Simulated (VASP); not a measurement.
The system is Nb.

```
CELL_PARAMETERS angstrom
0.00000 2.88500 2.88500
2.88500 0.00000 2.88500
2.88500 2.88500 0.00000
ATOMIC_POSITIONS crystal
Nb 0.00000 0.00000 0.00000
Nb 0.25000 0.25000 0.25000
```

This isn't the form of Nb at room conditions, which is bcc.

```yaml
Program: VASP 6.6.1
Task: relaxation of cell and atoms
Functional: RPBE
Potentials_or_basis: VASP PAW PBE potentials, release 64 (Nb_sv)
Cutoff: 500 eV
k_mesh: 7 × 7 × 7
Occupations: gaussian, width 0.1 eV
Spin: no spin polarisation
```

At the start: pressure 6.9 GPa; volume 24.01 Å³/atom.

Problem. Where does the relaxation end?

Solution. Over 3 steps the energy falls by 45.8 meV/atom and the volume is 26.28 Å³/atom (+9.5 %); space group Fd-3m (No. 227, to 0.1 Å) before and after.

The path:
```tsv
step	energy change (eV)	largest force (eV/Å)	pressure (GPa)	volume (Å³)
1	0.0000	0.0000	6.92	48.03
2	-0.0586	0.0000	-3.30	55.60
3	-0.0915	0.0000	-0.01	52.57
```

Final structure:
```xyz
2
Lattice="0.0000 2.9733 2.9733 2.9733 0.0000 2.9733 2.9733 2.9733 0.0000" Properties=species:S:1:pos:R:3 pbc="T T T"
Nb    0.0000    0.0000    0.0000
Nb    1.4866    1.4866    1.4866
```

Caveat: the PAW data sets were made with another functional, which shifts forces and pressure a little.
